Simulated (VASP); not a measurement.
Wanted: the native input for a VASP 6.6.1 run.

- Task: relaxation of cell and atoms
- Functional: PBE
- Potentials or basis: VASP PAW PBE potentials, release 64 (Ba_sv, Mn_pv)
- Cutoff: 600 eV
- k mesh: 4 × 4 × 4
- Occupations: gaussian, width 0.1 eV
- Spin: collinear spin, ferromagnetic start
- Starting moments: [0.0, 3.77, 3.77, 3.77] μB
- Dipole correction: no
- Further INCAR settings: ALGO = Normal; EDIFF = 1e-06; IBRION = 2; EDIFFG = -0.04; NSW = 90; ISIF = 3

The structure of BaMn3 lies in POSCAR:

```
BaMn3
1.0
    4.2171094157      0.0000000000      0.0000000000
    0.0000000000      4.2171094157      0.0000000000
    0.0000000000      0.0000000000      4.2171094157
Ba Mn
1 3
Direct
    0.0000000000      0.0000000000      0.0000000000
    0.0000000000      0.5000000000      0.5000000000
    0.5000000000      0.0000000000      0.5000000000
    0.5000000000      0.5000000000      0.0000000000
```

The input as run:

INCAR

```
SYSTEM = BaMn3
  PREC = Accurate
  ENCUT = 600
  EDIFF = 1E-6
  ISMEAR = 0
  SIGMA = 0.1
  LREAL = .False.
  LASPH = .True.
  NELM = 150
  ALGO = Normal
  ISIF = 3
  LWAVE = .False.
  LCHARG = .False.
  ISPIN = 2
  MAGMOM = 0 3.77 3.77 3.77
  LORBIT = 11
  LMAXMIX = 4
  GGA = PE
  IBRION = 2
  NSW = 90
  EDIFFG = -0.04
```

KPOINTS

```
regular mesh
0
Gamma
  4 4 4
  0 0 0
```

Potentials or basis: VASP PAW PBE potentials, release 64 (Ba_sv, Mn_pv).

Command:

```console
$ cat potpaw_PBE.64/Ba_sv/POTCAR potpaw_PBE.64/Mn_pv/POTCAR > POTCAR
$ mpirun -np 1 vasp_std > vasp.out
```

Results of the run:

```
Relaxed volume                                        : 20.87 Å³/atom
Relaxed cell                                          : a = 4.370 Å, b = 4.370 Å, c = 4.370 Å, α = 90.00°, β = 90.00°, γ = 90.00°
Space group after relaxing (to 0.1 Å)                 : Pm-3m (No. 221)
Energy gained by relaxing                             : 36.0 meV/atom
Ionic steps                                           : 3
Pressure after relaxing                               : 0.1 GPa
Net moment                                            : 10.38 μB per cell
Site moments                                          : Ba -0.17; Mn +3.48 μB
Valence electrons inside the program's atomic spheres : Ba 8.32; Mn 11.45
```

Caveat: the k points lie up to 0.36 Å⁻¹ apart in the final cell.

Wall time 76 s on 1 thread of Intel(R) Xeon(R) 6975P-C (Granite Rapids), on a shared host, peak memory 0.26 GiB.
